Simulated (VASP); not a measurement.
Write the native input for VASP 6.6.1 that does the following.

* Task: relaxation of shape and atoms at fixed volume
* Functional: PBE
* Potentials or basis: VASP PAW PBE potentials, release 64 (Zr_sv)
* Cutoff: 600 eV
* k mesh: 16 × 16 × 10
* Occupations: gaussian, width 0.05 eV
* Spin: no spin polarisation
* Dipole correction: no
* Further INCAR settings: ALGO = Fast; EDIFF = 1e-06; IBRION = 2; EDIFFG = -0.01; NSW = 60; ISIF = 4

The structure of Zr lies in POSCAR:

```
Zr
1.0
    3.2320000000      0.0000000000      0.0000000000
   -1.6160000000      2.7989941050      0.0000000000
    0.0000000000      0.0000000000      5.1470000000
Zr
2
Direct
    0.3333333333      0.6666666667      0.2500000000
    0.6666666667      0.3333333333      0.7500000000
```

These files were run (other wordings do the same):

INCAR

```
SYSTEM = Zr
PREC = Accurate
ENCUT = 600
EDIFF = 1E-6
ISMEAR = 0
SIGMA = 0.05
LREAL = .FALSE.
LASPH = .TRUE.
NELM = 80
ALGO = Fast
ISIF = 4
LWAVE = .FALSE.
LCHARG = .FALSE.
GGA = PE
IBRION = 2
NSW = 60
EDIFFG = -0.01
```

KPOINTS

```
regular mesh
0
G
  16 16 10
  0 0 0
```

Potentials or basis: VASP PAW PBE potentials, release 64 (Zr_sv).

Launch:

```sh
$ cat potpaw_PBE.64/Zr_sv/POTCAR > POTCAR
$ mpirun -np 1 vasp_std > vasp.out
```

It gave:

```json
{
 "Energy gained by relaxing": "0.1 meV/atom",
 "Ionic steps": "3",
 "Pressure after relaxing": "0.5 GPa",
 "Band gap on the k mesh": "zero (band 12 reaches 9.90 eV, above the bottom of band 13 at 8.72 eV)"
}
```

Run time: 3.5 min on 1 thread of Intel(R) Xeon(R) Platinum 8488C (Sapphire Rapids), on a shared host, peak memory 0.28 GiB.
